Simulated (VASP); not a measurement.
A run of VASP 6.6.1 is set up as follows.

Contents of INCAR:

```
SYSTEM = Sc
PREC = Accurate
ENCUT = 520
EDIFF = 1E-6
ISMEAR = -1
SIGMA = 0.06122561905347299
LREAL = .FALSE.
LASPH = .TRUE.
NELM = 60
ALGO = Normal
ISIF = 2
LWAVE = .FALSE.
LCHARG = .FALSE.
GGA = PE
NBANDS = 18
```

File KPOINTS:

```
Automatic mesh
0
G
  10 10 10
  0 0 0
```

POSCAR

```
Sc
1.0
    0.0000000000      3.2957406695      3.2957406695
    3.2957406695      0.0000000000      3.2957406695
    3.2957406695      3.2957406695      0.0000000000
Sc
2
Direct
    0.0000000000      0.0000000000      0.0000000000
    0.2500000000      0.2500000000      0.2500000000
```

Potentials or basis: VASP PAW PBE potentials, release 64 (Sc_sv).

The run is started by

```bash
$ cat potpaw_PBE.64/Sc_sv/POTCAR > POTCAR
$ mpirun -np 1 vasp_std > vasp.out
```

(1) Predict the pressure.

(2) Estimate the band gap on the k mesh.

Answers

(1) -0.3 GPa.

(2) zero (bands 11 and 12 overlap by 0.68 eV).
